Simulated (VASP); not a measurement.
Here is a VASP 6.6.1 calculation.

File INCAR:

```
SYSTEM = B
  PREC = Accurate
  ENCUT = 520
  EDIFF = 1E-7
  ISMEAR = 0
  SIGMA = 0.1
  LREAL = .FALSE.
  LASPH = .TRUE.
  NELM = 100
  ALGO = Normal
  ISIF = 2
  LWAVE = .FALSE.
  LCHARG = .FALSE.
  GGA = PE
  NBANDS = 10
```

KPOINTS

```
Automatic mesh
0
G
  8 6 6
  0 0 0
```

Contents of POSCAR:

```
B
1.0
    2.1623384700      0.0000000000      0.0000000000
    0.0000000000      3.0068145500      0.0000000000
    0.0000000000      0.0000000000      2.8239730000
B
2
Direct
    0.0000000000      0.0000000000      0.8788037000
    0.5000000000      0.5000000000      0.1211963000
```

Potentials or basis: VASP PAW PBE potentials, release 64 (B).

Command:

```sh
$ cat potpaw_PBE.64/B/POTCAR > POTCAR
$ mpirun -np 1 vasp_std > vasp.out
```

(1) What does it give for the pressure?

(2) What does it give for the band gap on the k mesh?

(3) Estimate the largest force.

Results:

(1) -37.8 GPa.

(2) zero (bands 3 and 4 overlap by 7.77 eV).

(3) 1.553 eV/Å.

Caveat: the k points lie up to 0.37 Å⁻¹ apart, too coarse for converged energies and pressures of a metal; forces of over 1 eV/Å act on the atoms, so gaps and moduli don't describe the material at rest.
